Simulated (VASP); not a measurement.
The system is TeAs2.

```xyz
6
Lattice="-3.5565 3.5565 2.9405 3.5565 -3.5565 2.9405 3.5565 3.5565 -2.9405" Properties=species:S:1:pos:R:3 pbc="T T T"
Te    0.0000    3.5565    1.4703
Te    0.0000    0.0000    0.0000
As    1.7782    0.0000    2.2054
As    1.7782    3.5565   -0.7351
As    3.5565    1.7782    0.7351
As    0.0000    1.7782    3.6756
```

Base run:

```yaml
Program: VASP 6.6.1
Functional: PBE
Potentials_or_basis: VASP PAW PBE potentials, release 64 (Te, As)
Cutoff: 520 eV
k_mesh: 4 × 4 × 4
Occupations: gaussian, width 0.1 eV
Spin: no spin polarisation
```

Its results: band gap on the k mesh zero (band 16 reaches 5.94 eV, above the bottom of band 17 at 5.45 eV); pressure -1.4 GPa.

The run is repeated on the same cell with these changes: k mesh from 4 × 4 × 4 to 1 × 1 × 1. What comes out?

Band gap on the k mesh 2.10 eV; pressure -15.3 GPa.

Caveats: some runs use coarse meshes; spin-orbit coupling is left out, which moves the levels of the heavy elements.

A k mesh can miss the band edges.
